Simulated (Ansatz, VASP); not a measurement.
# TaS2: VASP beside Ansatz

```xyz
3
Lattice="3.4170 0.0000 0.0000 -1.7085 2.9592 0.0000 0.0000 0.0000 5.8600" Properties=species:S:1:pos:R:3 pbc="T T T"
Ta    0.0000    0.0000    0.0000
S     0.0000    1.9728    1.4650
S     1.7085    0.9864    4.3950
```

Change from the starting cell: equal xx and yy strain of +2 %.

Alike in both runs: task single point; functional PBEsol; k mesh 8 × 8 × 4; occupations fermi-dirac, width 0.02 eV; no spin polarisation.

|  | VASP | Ansatz |
| --- | --- | --- |
| version | VASP 6.6.1 | Ansatz 0.2.0 |
| potentials or method | VASP PAW PBE potentials, release 64 (Ta_pv, S), cutoff 500 eV | all-electron LAPW, scalar-relativistic |

VASP gave:

- pressure (GPa): -1.0
- traceless stress, the component that is largest in VASP (GPa): 4.35
- rms of the force components (eV/Å): 0.216

What did Ansatz give for the same quantities?

Pressure (GPa): -1.1; traceless stress, the component that is largest in VASP (GPa): 4.28; rms of the force components (eV/Å): 0.204.

VASP's potentials were made for PBE, not for PBEsol. Atom by atom the forces differ by 0.012 eV/Å (rms over components). Ansatz ran all-electron here, and VASP with PAW potentials.

Spin-orbit coupling is off throughout.
